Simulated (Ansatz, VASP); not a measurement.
## AlN: VASP beside Ansatz

```
Al N
1.0
     0.00000   -2.03901   -2.03901
     0.00000    2.03901   -2.03901
     4.07802    0.00000    0.00000
Al N
2 2
Direct
  0.50000 0.50000 0.00000
  0.00000 0.00000 0.50000
  0.50000 0.50000 0.50000
  0.00000 0.00000 0.00000
```

Change from the starting cell: mode 4 frozen in at +0.000 Å, equal normal strain along x, y and z +0.0167.

Alike in both runs: task single point; functional LDA; k mesh 8 × 8 × 6; occupations gaussian, width 0.05 eV; no spin polarisation.

```csv
,VASP,Ansatz
version,VASP 6.6.1,Ansatz 0.2.0
potentials or method,"VASP PAW LDA potentials, release 64 (Al, N), cutoff 520 eV","scalar-relativistic, plane waves, PAW"
valence electrons in the cell,16,16
```

|  | VASP | Ansatz | Ansatz less VASP |
| --- | --- | --- | --- |
| gap on the k mesh at the Fermi level (eV) | 4.22 | 4.23 | +0.011 |
| least direct gap on the mesh (eV) | 4.22 | 4.23 | +0.011 |
| pressure (GPa) | -12.0 | -12.5 | -0.46 |

LDA's correlation is that of Perdew and Zunger in VASP and of Perdew and Wang (1992) in Ansatz.
